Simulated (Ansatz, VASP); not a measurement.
**One calculation of AlMoO, two programs**

The input INCAR:

```
SYSTEM = AlMoO
ALGO = Normal
EDIFF = 1E-6
ENCUT = 600
GGA = PE
GGA_COMPAT = .FALSE.
ISIF = 2
ISMEAR = -4
LASPH = .TRUE.
LCHARG = .FALSE.
LREAL = .FALSE.
LWAVE = .FALSE.
NBANDS = 44
NELM = 120
PREC = Accurate
SIGMA = 0.1
```

The input KPOINTS:

```
k-points
0
G
  4 4 5
  0 0 0
```

File POSCAR:

```
AlMoO
1.0
    2.8160780000      4.8775850000      0.0000000000
   -2.8160780000      4.8775850000      0.0000000000
    0.0000000000      0.0000000000      3.5593760000
Al Mo O
3 3 3
Direct
    0.2503400000      0.7496600000      0.0000000000
    0.7496600000      0.0000000000      0.0000000000
    0.0000000000      0.2503400000      0.0000000000
    0.5864700000      0.4135300000      0.5000000000
    0.4135300000      0.0000000000      0.5000000000
    0.0000000000      0.5864700000      0.5000000000
    0.3333300000      0.3333400000      0.0000000000
    0.6666700000      0.6666600000      0.0000000000
    0.0000000000      0.0000000000      0.5000000000
```

Input for Ansatz:

```yaml
crystal:
  lattice:
    - [2.816078, 4.877585, 0.0]
    - [-2.816078, 4.877585, 0.0]
    - [0.0, 0.0, 3.559376]
  atoms:
    - { symbol: Al, position: [0.25034, 0.74966, 0.0] }
    - { symbol: Al, position: [0.74966, 0.0, 0.0] }
    - { symbol: Al, position: [0.0, 0.25034, 0.0] }
    - { symbol: Mo, position: [0.58647, 0.41353, 0.5] }
    - { symbol: Mo, position: [0.41353, 0.0, 0.5] }
    - { symbol: Mo, position: [0.0, 0.58647, 0.5] }
    - { symbol: O, position: [0.33333, 0.33334, 0.0] }
    - { symbol: O, position: [0.66667, 0.66666, 0.0] }
    - { symbol: O, position: [0.0, 0.0, 0.5] }
  symmetry: { tolerance: 0.0003 }
kpoints:
  mp_grid: { grid: [4, 4, 5], shift: [0, 0, 0] }
magnetization:
  spin_polarized: false
scf:
  occupations: { method: tetrahedron_uncorrected }
hamiltonian:
  pseudopotentials: { kind: paw }
  xc: pbe
basis:
  ecutwfc: 420
output:
  forces: true
  stress: true
  eigenvalues: true
  write_density: true
  write_potential: true
  elf: true
  volumetric_format: npy
accuracy: medium
```

Alike in both runs: task single point; functional PBE; k mesh 4 × 4 × 5; no spin polarisation.

```csv
,VASP,Ansatz
version,VASP 6.6.1,Ansatz 0.2.0
potentials or method,"VASP PAW PBE potentials, release 64 (Al, Mo_sv, O), cutoff 600 eV",PAW plane waves
occupations,tetrahedron,tetrahedron-uncorrected
valence electrons in the cell,69,69
```

VASP gave:

```
gap on the k mesh at the Fermi level (eV)                     : none
pressure (GPa)                                                : 26.1
traceless stress, the component that is largest in VASP (GPa) : -4.19
rms of the force components (eV/Å)                            : 0.583
```

Question: What did Ansatz give for the same quantities?

Answer: gap on the k mesh at the Fermi level (eV): none; pressure (GPa): 26.0; traceless stress, the component that is largest in VASP (GPa): -4.16; rms of the force components (eV/Å): 0.586.

Atom by atom the forces differ by 0.005 eV/Å (rms over components). A gap of «none» marks a metal or a gap that the smearing closes. Ansatz's warnings: band table not solved further, structure snapped to symmetry.
